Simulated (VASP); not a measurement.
Write the native input for VASP 6.6.1 that does the following.

```
Task                   : single point
Functional             : LDA
Potentials or basis    : VASP PAW LDA potentials, release 64 (W_sv, C)
Cutoff                 : 520 eV
k mesh                 : 9 × 9 × 1
Occupations            : gaussian, width 0.1 eV
Spin                   : no spin polarisation
Dipole correction      : yes
Further INCAR settings : ALGO = Normal; EDIFF = 1e-07; NBANDS = 31
```

The structure of W3C lies in POSCAR:

```
W3C
1.0
    2.8093052381      0.0000000000      0.0000000000
    0.0000000000      2.8093052381      0.0000000000
    0.0000000000      0.0000000000     19.3572602846
W C
3 1
Direct
    0.5000000000      0.5000000000      0.2066408129
    0.0000000000      0.0000000000      0.3062710168
    0.5000000000      0.5000000000      0.4059076630
    0.8333333333      0.8333333333      0.4682027649
```

The input as run:

INCAR

```
PREC = Accurate
ENCUT = 520
EDIFF = 1E-7
ISMEAR = 0
SIGMA = 0.1
LREAL = F
LASPH = T
NELM = 80
ALGO = Normal
ISIF = 2
LWAVE = F
LCHARG = F
LDIPOL = T
IDIPOL = 3
DIPOL = 0.5 0.5 0.347
GGA = CA
NBANDS = 31
```

KPOINTS

```
Automatic mesh
0
Gamma
  9 9 1
```

Potentials or basis: VASP PAW LDA potentials, release 64 (W_sv, C).

Command:

```sh
$ cat potpaw_LDA.64/W_sv/POTCAR potpaw_LDA.64/C/POTCAR > POTCAR
$ mpirun -np 1 vasp_std > vasp.out
```

Results of the run:

```yaml
Largest_force: 3.440 eV/Å
Band_gap_on_the_k_mesh: zero (bands 23 and 24 overlap by 1.30 eV)
```

Caveat: spin-orbit coupling is left out, which moves the levels of the heavy elements.

It took 100 s on 1 thread of Intel(R) Xeon(R) 6975P-C (Granite Rapids) (shared host), peak memory 0.27 GiB.
